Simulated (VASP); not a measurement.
Wanted: the native input for a VASP 6.6.1 run.

* Task: single point
* Functional: PBE
* Potentials or basis: VASP PAW PBE potentials, release 64 (Sc_sv, Al, N)
* Cutoff: 520 eV
* k mesh: 6 × 6 × 1
* Occupations: gaussian, width 0.1 eV
* Spin: no spin polarisation
* Dipole correction: no
* Further INCAR settings: ALGO = Normal; EDIFF = 1e-06; NBANDS = 56

The structure of Sc5AlN6 lies in POSCAR:

```
Sc5AlN6
1.0
    3.1471206000      0.0000000000      0.0000000000
   -1.5735603000      2.7254864000      0.0000000000
    0.0000000000      0.0000000000     15.3617850000
Sc Al N
5 1 6
Direct
    0.3333333000      0.6666667000      0.8294800000
    0.6666667000      0.3333333000      0.6587430000
    0.3333333000      0.6666667000      0.3412570000
    0.6666667000      0.3333333000      0.1705200000
    0.0000000000      0.0000000000      0.0000000000
    0.0000000000      0.0000000000      0.5000000000
    0.0000000000      0.0000000000      0.7441590000
    0.3333333000      0.6666667000      0.5736770000
    0.6666667000      0.3333333000      0.4263230000
    0.0000000000      0.0000000000      0.2558410000
    0.3333333000      0.6666667000      0.0852740000
    0.6666667000      0.3333333000      0.9147260000
```

These files were run (other wordings do the same):

INCAR

```
PREC = Accurate
ENCUT = 520
EDIFF = 1E-6
ISMEAR = 0
SIGMA = 0.1
LREAL = F
LASPH = T
NELM = 80
ALGO = Normal
ISIF = 2
LWAVE = F
LCHARG = F
GGA = PE
NBANDS = 56
```

KPOINTS

```
Automatic mesh
0
Gamma
  6 6 1
```

Potentials or basis: VASP PAW PBE potentials, release 64 (Sc_sv, Al, N).

Command:

```console
$ cat potpaw_PBE.64/Sc_sv/POTCAR potpaw_PBE.64/Al/POTCAR potpaw_PBE.64/N/POTCAR > POTCAR
$ mpirun -np 1 vasp_std > vasp.out
```

It gave:

* Pressure: 0.9 GPa
* Largest force: 0.076 eV/Å
* Band gap on the k mesh: 0.12 eV, indirect (least direct gap 1.19 eV)

It took 70 s on 1 thread of Intel(R) Xeon(R) Platinum 8488C (Sapphire Rapids) (shared host), peak memory 0.26 GiB.
